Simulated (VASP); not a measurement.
Set up this calculation in VASP 6.6.1, as the native input.

* Task: single point
* Functional: PBEsol
* Potentials or basis: VASP PAW PBE potentials, release 64 (Al, N)
* Cutoff: 520 eV
* k mesh: 9 × 9 × 6
* Occupations: gaussian, width 0.05 eV
* Spin: no spin polarisation
* Dipole correction: no
* Further INCAR settings: ALGO = Normal; EDIFF = 1e-06; NBANDS = 16

The structure of AlN lies in POSCAR:

```
AlN
1.0
    3.4703424158      0.0000000000      0.0000000000
   -1.7351712079      3.0054046919      0.0000000000
    0.0000000000      0.0000000000      4.0165743120
Al N
2 2
Direct
    0.3333333333      0.6666666667      0.7500000000
    0.6666666667      0.3333333333      0.2500000000
    0.3333333333      0.6666666667      0.2500000000
    0.6666666667      0.3333333333      0.7500000000
```

This cell differs from its parent crystal: volume 10.473 Å^3 an atom, c/a of the conventional cell 1.1574.

These files were run (other wordings do the same):

INCAR

```
PREC = Accurate
ENCUT = 520
EDIFF = 1E-6
ISMEAR = 0
SIGMA = 0.05
LREAL = False
LASPH = True
NELM = 80
ALGO = Normal
ISIF = 2
LWAVE = False
LCHARG = True
GGA = PS
LELF = True
LVHAR = True
NBANDS = 16
```

KPOINTS

```
regular mesh
0
Gamma
  9 9 6
```

Potentials or basis: VASP PAW PBE potentials, release 64 (Al, N).

Run with:

```bash
$ cat potpaw_PBE.64/Al/POTCAR potpaw_PBE.64/N/POTCAR > POTCAR
$ mpirun -np 1 vasp_std > vasp.out
```

Results of the run:

```yaml
Pressure: -12.6 GPa
Band_gap_on_the_k_mesh: 3.12 eV, direct
```

Caveat: the PAW data sets were made with another functional, which shifts forces and pressure a little.

It took 14 s on 1 thread of Intel(R) Xeon(R) 6975P-C (Granite Rapids), with other jobs on the host, peak memory 0.16 GiB.
